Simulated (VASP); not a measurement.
Crystal: RhCl.

```
Rh Cl
1.0
     3.99726    0.00000    0.00000
     0.00000    3.99726    0.00000
     0.00000    0.00000    5.05088
Rh Cl
2 2
Direct
  0.00000 0.50000 0.23510
  0.50000 0.00000 0.76490
  0.00000 0.00000 0.00000
  0.50000 0.50000 0.00000
```

| Property | Result |
| --- | --- |
| Program | VASP 6.6.1 |
| Task | relaxation of cell and atoms |
| Functional | PBE |
| Potentials or basis | VASP PAW PBE potentials, release 64 (Rh_pv, Cl) |
| Cutoff | 600 eV |
| k mesh | 4 × 4 × 4 |
| Occupations | gaussian, width 0.1 eV |
| Spin | no spin polarisation |

At the start: pressure 11.9 GPa; volume 20.18 Å³/atom.

How do energy, volume and symmetry change on relaxing?

Over 27 steps the energy falls by 687.7 meV/atom and the volume is 17.16 Å³/atom (-14.9 %); space group P4/nmm (No. 129, to 0.05 Å).

The path:
| step | energy change (eV) | largest force (eV/Å) | pressure (GPa) | volume (Å³) |
| --- | --- | --- | --- | --- |
| 1 | 0.0000 | 0.8453 | 11.90 | 80.70 |
| 2 | -0.6637 | 1.2715 | -5.90 | 98.96 |
| 3 | -0.7458 | 0.9103 | -2.88 | 93.42 |
| 4 | -1.0879 | 0.8056 | -2.91 | 90.90 |
| 5 | -1.4870 | 0.6835 | -3.18 | 86.44 |
| 6 | -2.2676 | 0.9872 | -4.64 | 74.96 |
| 7 | 58.2715 | 0.4299 | 501.65 | 40.83 |
| 8 | -1.7111 | 1.1401 | -6.87 | 74.48 |
| 9 | -1.8329 | 1.2849 | -6.15 | 72.54 |
| 10 | 0.3252 | 0.5883 | 27.42 | 58.33 |
| 11 | -1.8241 | 1.4264 | -3.79 | 69.22 |
| 12 | -1.8354 | 1.3620 | -5.14 | 70.55 |
| 13 | -1.9821 | 1.0710 | 10.41 | 61.16 |
| 14 | -2.0490 | 1.2637 | 3.52 | 64.24 |
| 15 | -2.3765 | 0.6877 | 6.70 | 64.06 |
| 16 | -2.4147 | 0.3937 | 8.85 | 63.96 |
| 17 | -2.6172 | 0.2692 | 1.33 | 68.83 |
| 18 | -2.6368 | 0.2402 | -1.20 | 71.05 |
| 19 | -2.6497 | 0.1965 | -1.01 | 70.80 |
| 20 | -2.6758 | 0.1368 | -0.34 | 70.04 |
| 21 | -2.7311 | 0.1665 | 0.70 | 68.49 |
| 22 | -2.6401 | 0.0060 | 3.77 | 65.22 |
| 23 | -2.7387 | 0.1264 | 1.20 | 67.75 |
| 24 | -2.7390 | 0.1089 | 1.38 | 67.54 |
| 25 | -2.7454 | 0.0516 | -0.45 | 68.69 |
| 26 | -2.7458 | 0.0612 | -0.10 | 68.46 |
| 27 | -2.7509 | 0.0144 | 0.09 | 68.64 |

Final structure:
```yaml
crystal:
  lattice:
    - [4.85207, 0.00000, 0.00000]
    - [0.00000, 4.85207, 0.00000]
    - [0.00000, 0.00000, 2.91557]
  atoms:
    - { symbol: Rh, position: [0.00000, 0.50000, 0.04013] }
    - { symbol: Rh, position: [0.50000, 0.00000, 0.95987] }
    - { symbol: Cl, position: [0.00000, 0.00000, 0.00000] }
    - { symbol: Cl, position: [0.50000, 0.50000, 0.00000] }
```

Caveat: the k points lie up to 0.54 Å⁻¹ apart in the final cell.
